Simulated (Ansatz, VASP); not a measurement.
## Ga2SiS in VASP and in Ansatz

INCAR

```
  PREC = Accurate
  ENCUT = 600
  EDIFF = 1E-7
  ISMEAR = 0
  SIGMA = 0.1
  LREAL = False
  LASPH = True
  NELM = 100
  ALGO = Normal
  ISIF = 3
  LWAVE = False
  LCHARG = False
  GGA = PE
  IBRION = 2
  NSW = 100
  EDIFFG = -0.01
  LUSENCCL = False
```

File KPOINTS:

```
regular mesh
0
Gamma
  12 12 10
```

Contents of POSCAR:

```
Ga2SiS
1.0
    3.7856646985      0.0000000000      0.0000000000
    0.0000000000      3.7856646985      0.0000000000
    0.0000000000      0.0000000000      5.2083781962
Ga Si S
2 1 1
Direct
    0.5000000000      0.0000000000      0.5000000000
    0.0000000000      0.5000000000      0.5000000000
    0.0000000000      0.0000000000      0.0000000000
    0.5000000000      0.5000000000      0.0000000000
```

Input for Ansatz:

```yaml
crystal:
  lattice:
    - [3.7856646985, 0.0, 0.0]
    - [0.0, 3.7856646985, 0.0]
    - [0.0, 0.0, 5.2083781962]
  atoms:
    - { symbol: Ga, position: [0.5, 0.0, 0.5] }
    - { symbol: Ga, position: [0.0, 0.5, 0.5] }
    - { symbol: Si, position: [0.0, 0.0, 0.0] }
    - { symbol: S, position: [0.5, 0.5, 0.0] }
basis:
  ecutwfc: 420
kpoints:
  mp_grid: { grid: [12, 12, 10] }
hamiltonian:
  xc: pbe
scf:
  occupations: { method: gaussian, width: 0.1 }
output:
  forces: true
  stress: true
  eigenvalues: true
  write_density: true
  write_potential: true
  elf: true
  volumetric_format: npy
relax:
  adjacent_minimum: "off"
  f_tol: 0.01
  max_steps: 80
  cell: { stress_tol: 0.05 }
```

Alike in both runs: task relaxation of cell and atoms; functional PBE; k mesh 12 × 12 × 10; occupations gaussian, width 0.1 eV; no spin polarisation.

|  | VASP | Ansatz |
| --- | --- | --- |
| version | VASP 6.6.1 | Ansatz 0.2.0 |
| potentials or method | VASP PAW PBE potentials, release 64 (Ga_d, Si, S), cutoff 600 eV | scalar-relativistic, plane waves, PAW |
| valence electrons in the cell | 36 | 36 |

VASP gave:

| Quantity | Value |
| --- | --- |
| gap on the k mesh at the Fermi level, each at its own relaxed structure (eV) | none |
| relaxed volume (Å³/atom) | 18.62 |
| relaxed length of the cell vector where the two differ most in proportion (Å) | 5.299 |

Q: Which values does Ansatz return?

A: gap on the k mesh at the Fermi level, each at its own relaxed structure (eV): none; relaxed volume (Å³/atom): 18.61; relaxed length of the cell vector where the two differ most in proportion (Å): 5.304.

A gap of «none» marks a metal or a gap that the smearing closes.
